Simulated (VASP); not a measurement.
TaF3:

```
Ta F
1.0
     3.94771    0.00000    0.00000
     0.00000    3.94771    0.00000
     0.00000    0.00000    3.94771
Ta F
1 3
Direct
  0.00000 0.00000 0.00000
  0.50000 0.00000 0.00000
  0.00000 0.50000 0.00000
  0.00000 0.00000 0.50000
```

| Property | Result |
| --- | --- |
| Program | VASP 6.6.1 |
| Task | relaxation of cell and atoms |
| Functional | PBE |
| Potentials or basis | VASP PAW PBE potentials, release 64 (Ta_pv, F) |
| Cutoff | 600 eV |
| k mesh | 5 × 5 × 5 |
| Occupations | fermi-dirac, width 0.1 eV |
| Spin | no spin polarisation |
| Hubbard terms | Ta d U = 2.0 eV |

At the start: pressure 21.2 GPa; volume 15.38 Å³/atom.

Problem. How do energy, volume and symmetry change on relaxing?

Solution. Over 17 steps the energy falls by 143.6 meV/atom and the volume is 17.85 Å³/atom (+16.1 %); space group Pm-3m (No. 221, to 0.05 Å).

Step by step:
| step | energy change (eV) | largest force (eV/Å) | pressure (GPa) | volume (Å³) |
| --- | --- | --- | --- | --- |
| 1 | 0.0000 | 0.0000 | 21.24 | 61.52 |
| 2 | -0.2199 | 0.0000 | -10.08 | 81.52 |
| 3 | -0.5742 | 0.0000 | -0.20 | 71.60 |
| 4 | -0.5743 | 0.0000 | 0.10 | 71.39 |
| 5 | -0.5743 | 0.0000 | 0.10 | 71.39 |
| 6 | -0.5743 | 0.0000 | 0.10 | 71.39 |
| 7 | -0.5743 | 0.0000 | 0.10 | 71.39 |
| 8 | -0.5743 | 0.0000 | 0.10 | 71.39 |
| 9 | -0.5743 | 0.0000 | 0.10 | 71.39 |
| 10 | -0.5743 | 0.0000 | 0.10 | 71.39 |
| 11 | -0.5743 | 0.0000 | 0.10 | 71.39 |
| 12 | -0.5743 | 0.0000 | 0.10 | 71.39 |
| 13 | -0.5743 | 0.0000 | 0.10 | 71.39 |
| 14 | -0.5743 | 0.0000 | 0.10 | 71.39 |
| 15 | -0.5743 | 0.0000 | 0.09 | 71.40 |
| 16 | -0.5743 | 0.0000 | 0.09 | 71.40 |
| 17 | -0.5743 | 0.0000 | 0.07 | 71.41 |

Final structure:
```
Ta F
1.0
     4.14874    0.00000    0.00000
     0.00000    4.14874    0.00000
     0.00000    0.00000    4.14874
Ta F
1 3
Direct
  0.00000 0.00000 0.00000
  0.50000 0.00000 0.00000
  0.00000 0.50000 0.00000
  0.00000 0.00000 0.50000
```

Caveat: the volume moved by over 15 % at a fixed basis, so the end points are rough; the volume moved by +16 % from the deposited cell, more than functionals usually miss; U without spin polarisation on a metal has little footing.
